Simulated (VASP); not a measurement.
Wanted: the native input for a VASP 6.6.1 run.

| Property | Result |
| --- | --- |
| Task | single point |
| Functional | LDA |
| Potentials or basis | VASP PAW LDA potentials, release 64 (H, C) |
| Cutoff | 520 eV |
| k mesh | 6 × 6 × 6 |
| Occupations | gaussian, width 0.05 eV |
| Spin | no spin polarisation |
| Dipole correction | no |
| Further INCAR settings | ALGO = Normal; EDIFF = 1e-06; NBANDS = 12 |

The structure of H4C lies in POSCAR:

```
H4C
1.0
   -2.6958305905      2.4789246809      2.4789246809
    2.6958305905     -2.4789246809      2.4789246809
    2.6958305905      2.4789246809     -2.4789246809
H C
4 1
Direct
    0.0000000000      0.0000000000      0.7463128700
    0.7463128700      0.0000000000      0.0000000000
    0.0000000000      0.7463128700      0.0000000000
    0.2536871300      0.2536871300      0.2536871300
    0.0000000000      0.0000000000      0.0000000000
```

This cell differs from its parent crystal: strain +0.0875 x Voigt [1, 0, 0, 0, 0, 0].

The input as run:

INCAR

```
ALGO = Normal ; EDIFF = 1E-6
ENCUT = 520 ; GGA = CA
ISIF = 2 ; ISMEAR = 0
LASPH = T ; LCHARG = F
LREAL = F ; LWAVE = F
NBANDS = 12 ; NELM = 100
PREC = Accurate ; SIGMA = 0.05
```

KPOINTS

```
k-points
0
Gamma
  6 6 6
```

Potentials or basis: VASP PAW LDA potentials, release 64 (H, C).

Launch:

```console
$ cat potpaw_LDA.64/H/POTCAR potpaw_LDA.64/C/POTCAR > POTCAR
$ mpirun -np 1 vasp_std > vasp.out
```

It gave:

The pressure is -3.0 GPa, the largest force is 0.714 eV/Å and the band gap on the k mesh is 6.86 eV, direct.

Caveat: the cell differs from its parent crystal (strain +0.0875 x Voigt [1, 0, 0, 0, 0, 0]).

Run time: 16 s on 1 thread of Intel Xeon 6975P-C (shared host), peak memory 0.17 GiB.
